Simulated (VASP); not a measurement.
**InPd: single point with PBEsol**

The system is InPd.

```
In Pd
1.0
     3.18140    0.00000    0.00000
     0.00000    3.18140    0.00000
     0.00000    0.00000    3.18140
In Pd
1 1
Cartesian
  0.0000 0.0000 0.0000
  1.5907 1.5907 1.5907
```

```json
{
  "Program": "VASP 6.6.1",
  "Task": "single point",
  "Functional": "PBEsol",
  "Potentials or basis": "VASP PAW PBE potentials, release 64 (In_d, Pd)",
  "Cutoff": "520 eV",
  "k mesh": "8 × 8 × 8",
  "Occupations": "fermi-dirac, width 0.05 eV",
  "Spin": "no spin polarisation"
}
```

* Pressure: 10.2 GPa
* Band gap on the k mesh: zero (an odd number of electrons rules out a gap without spin polarisation)

Levels at points of the mesh, in eV from the Fermi level:
```csv
k point,band 9,band 10,band 11,band 12,band 13,band 14,band 15,band 16
"(0.00, 0.00, 0.00)",-2.37,-2.37,-2.37,4.40,4.40,4.40,10.60,11.29
"(0.50, 0.00, 0.00)",-3.53,-3.53,-2.48,-1.08,10.29,10.38,10.38,11.34
"(0.50, 0.50, 0.00)",-2.82,-2.60,-2.60,-1.72,1.98,2.83,10.13,11.59
"(0.50, 0.50, 0.50)",-1.67,-1.67,0.32,3.98,3.98,3.98,4.84,4.84
```

It took 17 s on 1 thread of Intel Xeon 8259CL, on a shared host, peak memory 0.15 GiB.

Caveat: the cell stands under pressure; the PAW data sets were made with another functional, which shifts forces and pressure a little; spin-orbit coupling is left out, which moves the levels of the heavy elements.
